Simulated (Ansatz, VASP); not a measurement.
# Two plane-wave programs on KCl

```
CELL_PARAMETERS angstrom
0.00000 3.19934 3.07137
3.19934 0.00000 3.07137
3.19934 3.19934 0.00000
ATOMIC_POSITIONS crystal
K 0.00000 0.00000 0.00000
Cl 0.50000 0.50000 0.50000
```

Alike in both runs: task single point; functional r2SCAN; k mesh 8 × 8 × 8; occupations gaussian, width 0.05 eV; no spin polarisation.

|  | VASP | Ansatz |
| --- | --- | --- |
| version | VASP 6.6.1 | Ansatz 0.2.0 |
| potentials or method | VASP PAW PBE potentials, release 64 (K_sv, Cl), cutoff 520 eV | scalar-relativistic, plane waves, PAW |
| valence electrons in the cell | 16 | 16 |

```csv
,VASP,Ansatz,Ansatz less VASP
gap on the k mesh at the Fermi level (eV),5.77,5.76,-0.003
least direct gap on the mesh (eV),5.77,5.76,-0.003
pressure (GPa),-0.1,-0.1,+0.01
"traceless stress, the component that is largest in VASP (GPa)",1.15,1.14,-0.016
```

VASP's potentials were made for PBE, not for r2SCAN. The functional is the same, so the differences come from potentials, cutoffs and numerics.
